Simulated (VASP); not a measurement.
# SnO2 (Pbcn) in VASP: further runs, part 2 of 2

VASP 6.6.1. The steps go on from the part before.

## 3. Single point, r2SCAN

This run uses another cell than the first one, of 11.34 Å³/atom.

Contents of POSCAR:

```
SnO2
1.0
    4.6664344415      0.0000000000      0.0000000000
    0.0000000000      5.6446185365      0.0000000000
    0.0000000000      0.0000000000      5.1646888194
Sn O
4 8
Direct
    0.5000000000      0.6681279111      0.7500000000
    0.0000000000      0.8318720889      0.2500000000
    0.5000000000      0.3318720889      0.2500000000
    0.0000000000      0.1681279111      0.7500000000
    0.7330566510      0.6034424230      0.0769370940
    0.2330566510      0.8965575770      0.9230629060
    0.7669433490      0.8965575770      0.5769370940
    0.2669433490      0.6034424230      0.4230629060
    0.7330566510      0.3965575770      0.5769370940
    0.2330566510      0.1034424230      0.4230629060
    0.7669433490      0.1034424230      0.0769370940
    0.2669433490      0.3965575770      0.9230629060
```

Contents of INCAR.step1:

```
PREC = Accurate
ENCUT = 520
ISMEAR = 0
SIGMA = 0.02
LREAL = False
LASPH = True
NELM = 60
NBANDS = 64
GGA = PE
ALGO = Normal
EDIFF = 1E-4
LWAVE = True
LCHARG = False
```

Contents of INCAR.step2:

```
PREC = Accurate
ENCUT = 520
EDIFF = 1E-6
ISMEAR = 0
SIGMA = 0.02
LREAL = False
LASPH = True
NELM = 60
ALGO = Normal
ISIF = 2
LWAVE = False
LCHARG = False
METAGGA = R2SCAN
LMIXTAU = True
NBANDS = 64
ISTART = 1
```

Contents of KPOINTS:

```
regular mesh
0
Gamma
  6 6 6
```

Potentials or basis: VASP PAW PBE potentials, release 64 (Sn_d, O).

Command:

```bash
cat potpaw_PBE.64/Sn_d/POTCAR potpaw_PBE.64/O/POTCAR > POTCAR
cp INCAR.step1 INCAR
mpirun -np 1 vasp_std > vasp.out
cp INCAR.step2 INCAR
mpirun -np 1 vasp_std > vasp.out
```

OUTCAR:

```text
PREC = Accurate
   ENCUT = 520
   EDIFF = 1E-6
   ISMEAR = 0
   LREAL = False
   LASPH = True
   NELM = 60
   ISIF = 2
   METAGGA = R2SCAN
   ISTART = 1

 ion  position               nearest neighbor table
   1  0.500  0.668  0.750-   6 2.00   7 2.00   5 2.04   8 2.04   9 2.08  12 2.08   3 3.20   3 3.20
                             2 3.60   2 3.60   2 3.60   2 3.60   4 3.66   4 3.66   4 3.66   4 3.66
   2  0.000  0.832  0.250-   5 2.00   8 2.00   7 2.04   6 2.04  10 2.08  11 2.08   4 3.20   4 3.20
                             1 3.60   1 3.60   1 3.60   1 3.60   3 3.66   3 3.66   3 3.66   3 3.66
   3  0.500  0.332  0.250-  10 2.00  11 2.00   9 2.04  12 2.04   5 2.08   8 2.08   1 3.20   1 3.20
                             4 3.60   4 3.60   4 3.60   4 3.60   2 3.66   2 3.66   2 3.66   2 3.66
   4  0.000  0.168  0.750-   9 2.00  12 2.00  11 2.04  10 2.04   6 2.08   7 2.08   2 3.20   2 3.20
                             3 3.60   3 3.60   3 3.60   3 3.60   1 3.66   1 3.66   1 3.66   1 3.66
   5  0.733  0.603  0.077-   2 2.00   1 2.04   3 2.08
   6  0.233  0.897  0.923-   1 2.00   2 2.04   4 2.08
   7  0.767  0.897  0.577-   1 2.00   2 2.04   4 2.08
   8  0.267  0.603  0.423-   2 2.00   1 2.04   3 2.08
   9  0.733  0.397  0.577-   4 2.00   3 2.04   1 2.08
  10  0.233  0.103  0.423-   3 2.00   4 2.04   2 2.08
  11  0.767  0.103  0.077-   3 2.00   4 2.04   2 2.08
  12  0.267  0.397  0.923-   4 2.00   3 2.04   1 2.08

  LATTYP: Found a simple orthorhombic cell.
 ALAT       =     4.6664344415
 B/A-ratio  =     1.1067741086
 C/A-ratio  =     1.2096213088

  Lattice vectors:

 A1 = (  -4.6664344415,   0.0000000000,   0.0000000000)
 A2 = (   0.0000000000,   0.0000000000,   5.1646888194)
 A3 = (   0.0000000000,   5.6446185365,   0.0000000000)

Analysis of symmetry for initial positions (statically):
=====================================================================
 Subroutine PRICEL returns:
 Original cell was already a primitive cell.

 Routine SETGRP: Setting up the symmetry group for a
 simple orthorhombic supercell.

 Subroutine GETGRP returns: Found  8 space group operations
 (whereof  2 operations were pure point group operations)
 out of a pool of  8 trial point group operations.

The static configuration has the point symmetry S_2 .
 The point group associated with its full space group is D_2h.

Analysis of symmetry for dynamics (positions and initial velocities):
=====================================================================
 Subroutine PRICEL returns:
 Original cell was already a primitive cell.

 Routine SETGRP: Setting up the symmetry group for a
 simple orthorhombic supercell.

 Subroutine GETGRP returns: Found  8 space group operations
 (whereof  2 operations were pure point group operations)
 out of a pool of  8 trial point group operations.

The dynamic configuration has the point symmetry S_2 .
 The point group associated with its full space group is D_2h.

 Subroutine INISYM returns: Found  8 space group operations
 (whereof  2 operations are pure point group operations),
 and found     1 'primitive' translations

----------------------------------------------------------------------------------------

                                     Primitive cell

  volume of cell :     136.0392

[... 94 lines left out ...]
   dimension x,y,z NGXF=    72 NGYF=   84 NGZF=   80
   ions per type =               4   8
   NGX,Y,Z   is equivalent  to a cutoff of  12.83, 12.37, 12.88 a.u.
   NGXF,Y,Z  is equivalent  to a cutoff of  25.65, 24.74, 25.75 a.u.
 SYSTEM =  unknown system
   PREC   = accura    normal or accurate (medium, high low for compatibility)
   ISTART =      1    job   : 0-new  1-cont  2-samecut
   ICHARG =      0    charge: 1-file 2-atom 10-const
   ISPIN  =      1    spin polarized calculation?
   LNONCOLLINEAR =      F non collinear calculations
   LSORBIT =      F    spin-orbit coupling
   LASPH  =      T    aspherical Exc in radial PAW
   ENCUT  =  520.0 eV  38.22 Ry    6.18 a.u.   8.68 10.50  9.60*2*pi/ulx,y,z
   NELM   =     60;   NELMIN=  2; NELMDL=  0     # of ELM steps
   EDIFF  = 0.1E-05   stopping-criterion for ELM
   LREAL  =      F    real-space projection
   EDIFFG = 0.1E-04   stopping-criterion for IOM
   NSW    =      0    number of steps for IOM
   IBRION =     -1    ionic relax: 0-MD 1-quasi-New 2-CG
   NFREE  =      0    steps in history (QN), initial steepest desc. (CG)
   ISIF   =      2    stress and relaxation
   ISYM   =      2    0-nonsym 1-usesym 2-fastsym
   POTIM  = 0.5000    time-step for ionic-motion
   TEBEG  =    0.0;   TEEND  =   0.0 temperature during run
   PSTRESS=    0.0 pullay stress
   NELECT =     104.0000    total number of electrons
   NUPDOWN=      -1.0000    fix difference up-down
   EMIN   =  10.00;   EMAX   =-10.00  energy-range for DOS
   EFERMI =   0.00;   METHOD = LEGACY
   ISMEAR =     0;   SIGMA  =   0.02  broadening in eV -4-tet -1-fermi 0-gaus
   EFERMI_NEDOS =   21; number of points for ismear=-14 and -15
   IALGO  =     38    algorithm
   IMIX   =      4    mixing-type and parameters
     AMIX     =   0.40;   BMIX     =  1.00
     AMIX_MAG =   1.60;   BMIX_MAG =  1.00
  volume/ion in A,a.u.               =      11.34        76.50
  Fermi-wavevector in a.u.,A,eV,Ry     =   1.496918  2.828765 30.487432  2.240763
  Thomas-Fermi vector in A             =   2.608873
   LORBIT       =      0    0 simple, 1 ext, 2 COOP (PROOUT), +10 PAW based schemes
   METAGGA = R2SCAN    functional components
   LHFCALC =     F    Hartree Fock is set to
   AEXX    =    0.0000 exact exchange contribution
   IVDW    =     0    specifies the selected vdW correction
   LEPSILON=     F    determine dielectric tensor
   LRPA    =     F    only Hartree local field effects (RPA)
 non-spin polarized calculation
 Gauss-broadening in eV      SIGMA  =   0.02
  energy-cutoff  :      520.00
  volume of cell :      136.04
 maximum number of plane-waves:      3684
 NGX is ok and might be reduce to    36
   NGX = 17   NGY = 21   NGZ = 19

 number of electron     104.0000008 magnetization

 Free energy of the ion-electron system (eV)
  ---------------------------------------------------
  ext. energy  EPLUGINS =         0.00000000
  ---------------------------------------------------
  free energy    TOTEN  =      -168.81157015 eV

  energy without entropy =     -168.81157015  energy(sigma->0) =     -168.81157015

 E-fermi :   6.1699     XC(G=0): -12.3842

 val. band max:        6.0242143651   @ k =   0.0000   0.0000   0.0000
 cond. band min:       8.6355458079   @ k =   0.0000   0.0000   0.0000
 fundamental gap:      2.6113314428
 Fermi energy:         6.1698839562

 k-point     1 :       0.0000    0.0000    0.0000
  band No.  band energies     occupation
      1     -15.3441      2.00000
      2     -15.1865      2.00000
      3     -15.0855      2.00000
      4     -14.6932      2.00000
      5     -14.4704      2.00000
      6     -14.1917      2.00000
[... 1597 lines left out ...]
     63      18.3667      0.00000
     64      18.3670      0.00000

 [... further k-points ...]

------------------------ aborting loop because EDIFF is reached ----------------------------------------

  FORCE on cell =-STRESS in cart. coord.  units (eV):
  Direction    XX          YY          ZZ          XY          YZ          ZX
  --------------------------------------------------------------------------------------
  -------------------------------------------------------------------------------------
  Total        9.5152561      9.5730423      9.7242178      0.0000000      0.0000000      0.0000000
  in kB      112.0642627    112.7448299    114.5252727      0.0000000      0.0000000      0.0000000
  external PRESSURE =     113.1114551 kB  Pullay stress =       0.0000000 kB

 VOLUME and BASIS-vectors are now :
 -----------------------------------------------------------------------------
  energy-cutoff  :      520.00
  volume of cell :      136.04
      direct lattice vectors                 reciprocal lattice vectors
     4.666434441  0.000000000  0.000000000     0.214296378  0.000000000  0.000000000
     0.000000000  5.644618537  0.000000000     0.000000000  0.177159890  0.000000000
     0.000000000  0.000000000  5.164688819     0.000000000  0.000000000  0.193622508

 POSITION                                       TOTAL-FORCE (eV/Angst)
 -----------------------------------------------------------------------------------
      2.33322      3.77133      3.87352         0.000000      0.011257      0.000000
      0.00000      4.69560      1.29117         0.000000     -0.011257     -0.000000
      2.33322      1.87329      1.29117         0.000000     -0.011257      0.000000
      0.00000      0.94902      3.87352         0.000000      0.011257      0.000000
      3.42076      3.40620      0.39736         0.020361     -0.012820      0.003634
      1.08754      5.06073      4.76733         0.020361      0.012820     -0.003634
      3.57889      5.06073      2.97970        -0.020361      0.012820      0.003634
      1.24567      3.40620      2.18499        -0.020361     -0.012820     -0.003634
      3.42076      2.23842      2.97970         0.020361      0.012820      0.003634
      1.08754      0.58389      2.18499         0.020361     -0.012820     -0.003634
      3.57889      0.58389      0.39736        -0.020361     -0.012820      0.003634
      1.24567      2.23842      4.76733        -0.020361      0.012820     -0.003634
 -----------------------------------------------------------------------------------
    total drift:                                0.000000      0.000000      0.000000

  FREE ENERGIE OF THE ION-ELECTRON SYSTEM (eV)
  ---------------------------------------------------
  free  energy   TOTEN  =      -168.8115701479 eV

  energy  without entropy=     -168.8115701479  energy(sigma->0) =     -168.81157015
```

It took 12 min on 1 thread of Intel Xeon 6975P-C (Granite Rapids), shared host; peak memory 0.51 GiB.

What came out:

- Free energy: -168.8116 eV
- Pressure: 11.3 GPa
- Largest force: 0.024 eV/Å
- Band gap on the k mesh: 2.61 eV

Forces in eV/Å, atoms in the order of the input:
```
Sn   0.000  0.011  0.000
Sn   0.000 -0.011  0.000
Sn   0.000 -0.011  0.000
Sn   0.000  0.011  0.000
O    0.020 -0.013  0.004
O    0.020  0.013 -0.004
O   -0.020  0.013  0.004
O   -0.020 -0.013 -0.004
O    0.020  0.013  0.004
O    0.020 -0.013 -0.004
O   -0.020 -0.013  0.004
O   -0.020  0.013 -0.004
```

Levels at points of the mesh, in eV from the valence-band top:
| k point | band 50 | band 51 | band 52 | band 53 | band 54 | band 55 |
| --- | --- | --- | --- | --- | --- | --- |
| (0.00, 0.00, 0.00) | -0.19 | -0.14 | 0.00 | 2.61 | 7.54 | 7.57 |
| (0.50, 0.00, 0.00) | -0.33 | -0.07 | -0.07 | 5.77 | 5.77 | 6.58 |
| (0.00, 0.50, 0.00) | -0.94 | -0.10 | -0.10 | 5.31 | 5.31 | 8.25 |
| (0.50, 0.50, 0.00) | -0.58 | -0.25 | -0.25 | 6.30 | 6.30 | 7.39 |
| (0.00, 0.00, 0.50) | -0.27 | -0.15 | -0.15 | 5.69 | 5.69 | 7.50 |
| (0.50, 0.00, 0.50) | -0.26 | -0.26 | -0.26 | 6.24 | 6.24 | 6.24 |
| (0.00, 0.50, 0.50) | -0.35 | -0.35 | -0.35 | 6.86 | 6.86 | 6.86 |
| (0.50, 0.50, 0.50) | -0.42 | -0.42 | -0.42 | 6.74 | 6.74 | 6.74 |

Caveat: the cell stands under pressure; the PAW data sets were made with another functional, which shifts forces and pressure a little; spin-orbit coupling is left out, which moves the levels of the heavy elements. A k mesh can miss the band edges.

## 4. Single point, r2SCAN (uniaxial strain along c: +1.0 %)

Contents of POSCAR:

```
SnO2
1.0
    4.7204303550      0.0000000000      0.0000000000
    0.0000000000      5.7289966695      0.0000000000
    0.0000000000      0.0000000000      5.2904878260
Sn O
4 8
Direct
    0.5000000000      0.6651905251      0.7500000000
    0.0000000000      0.8348094749      0.2500000000
    0.5000000000      0.3348094749      0.2500000000
    0.0000000000      0.1651905251      0.7500000000
    0.7297996671      0.6076164226      0.0788779037
    0.2297996671      0.8923835774      0.9211220963
    0.7702003329      0.8923835774      0.5788779037
    0.2702003329      0.6076164226      0.4211220963
    0.7297996671      0.3923835774      0.5788779037
    0.2297996671      0.1076164226      0.4211220963
    0.7702003329      0.1076164226      0.0788779037
    0.2702003329      0.3923835774      0.9211220963
```

Contents of INCAR.step1:

```
ALGO = Normal ; EDIFF = 1E-4
ENCUT = 520 ; GGA = PE
ISMEAR = 0 ; LASPH = T
LCHARG = F ; LREAL = F
LWAVE = T ; NBANDS = 64
NELM = 100 ; PREC = Accurate
SIGMA = 0.02
```

Contents of INCAR.step2:

```
ALGO = Normal ; EDIFF = 1E-6
ENCUT = 520 ; ISIF = 2
ISMEAR = 0 ; ISTART = 1
LASPH = T ; LCHARG = T
LELF = T ; LMIXTAU = T
LREAL = F ; LVHAR = T
LWAVE = F ; METAGGA = R2SCAN
NBANDS = 64 ; NELM = 100
PREC = Accurate ; SIGMA = 0.02
```

Contents of KPOINTS:

```
k-points
0
Gamma
  6 6 6
```

Command:

```bash
cat potpaw_PBE.64/Sn_d/POTCAR potpaw_PBE.64/O/POTCAR > POTCAR
cp INCAR.step1 INCAR
mpirun -np 1 vasp_std > vasp.out
cp INCAR.step2 INCAR
mpirun -np 1 vasp_std > vasp.out
```

Run time: 42 min. Hardware: 1 thread of Oxide Virtual Turin-like, shared host; peak memory 0.51 GiB.

Results (log left out):

```
Free energy            : -169.0515 eV
Pressure               : -0.2 GPa
Largest force          : 0.069 eV/Å
Band gap on the k mesh : 2.01 eV (least direct gap 2.03 eV)
```

Forces on the atoms (eV/Å):
```
Sn   0.000 -0.069  0.000
Sn   0.000  0.069  0.000
Sn   0.000  0.069  0.000
Sn   0.000 -0.069  0.000
O   -0.017 -0.005 -0.026
O   -0.017  0.005  0.026
O    0.017  0.005 -0.026
O    0.017 -0.005  0.026
O   -0.017  0.005 -0.026
O   -0.017 -0.005  0.026
O    0.017 -0.005 -0.026
O    0.017  0.005  0.026
```

Stress tensor (GPa, compression positive):
```
 0.55  0.00  0.00
 0.00  0.85  0.00
 0.00  0.00 -1.85
```

Levels at points of the mesh, in eV from the valence-band top:
```tsv
k point	band 49	band 50	band 51	band 52	band 53	band 54	band 55	band 56
(0.00, 0.00, 0.00)	-0.57	-0.14	-0.13	-0.03	2.01	6.93	7.07	7.56
(0.50, 0.00, 0.00)	-0.29	-0.29	-0.05	-0.05	5.23	5.23	6.04	6.04
(0.00, 0.50, 0.00)	-0.90	-0.90	-0.11	-0.11	4.73	4.73	7.71	7.71
(0.50, 0.50, 0.00)	-0.57	-0.57	-0.20	-0.20	5.68	5.68	6.82	6.82
(0.00, 0.00, 0.50)	-0.26	-0.26	-0.15	-0.15	5.13	5.13	6.95	6.95
(0.50, 0.00, 0.50)	-0.24	-0.24	-0.24	-0.24	5.72	5.72	5.72	5.72
(0.00, 0.50, 0.50)	-0.32	-0.32	-0.32	-0.32	6.26	6.26	6.26	6.26
(0.50, 0.50, 0.50)	-0.38	-0.38	-0.38	-0.38	6.17	6.17	6.17	6.17
```

Caveat: the cell differs from its parent crystal (uniaxial strain along c: +1.0 %); the PAW data sets were made with another functional, which shifts forces and pressure a little; spin-orbit coupling is left out, which moves the levels of the heavy elements. A k mesh can miss the band edges.

## 5. Summary

```csv
cell,k mesh,cutoff (eV),smearing,gap on the mesh (eV),pressure (GPa),largest force (eV/Å)
"a = 4.732, b = 5.743, c = 5.238 Å, 12 atoms, atomic positions A",6 × 4 × 4,660,gaussian 0.05 eV,2.11,0.9,0.02
"a = 4.666, b = 5.645, c = 5.165 Å, 12 atoms, atomic positions B",6 × 6 × 6,520,gaussian 0.02 eV,2.61,11.3,0.02
"a = 4.720, b = 5.729, c = 5.290 Å, 12 atoms, atomic positions A",6 × 6 × 6,520,gaussian 0.02 eV,2.01,-0.2,0.07
```

Alike in all rows: task single point; level r2SCAN; potentials or basis VASP PAW PBE potentials, release 64 (Sn_d, O); no spin polarisation.

Caveats: the PAW data sets were made with another functional, which shifts forces and pressure a little; spin-orbit coupling is left out, which moves the levels of the heavy elements; the cell stands under pressure (at least some runs).

Absolute energies hang on the potentials; compare differences alone.
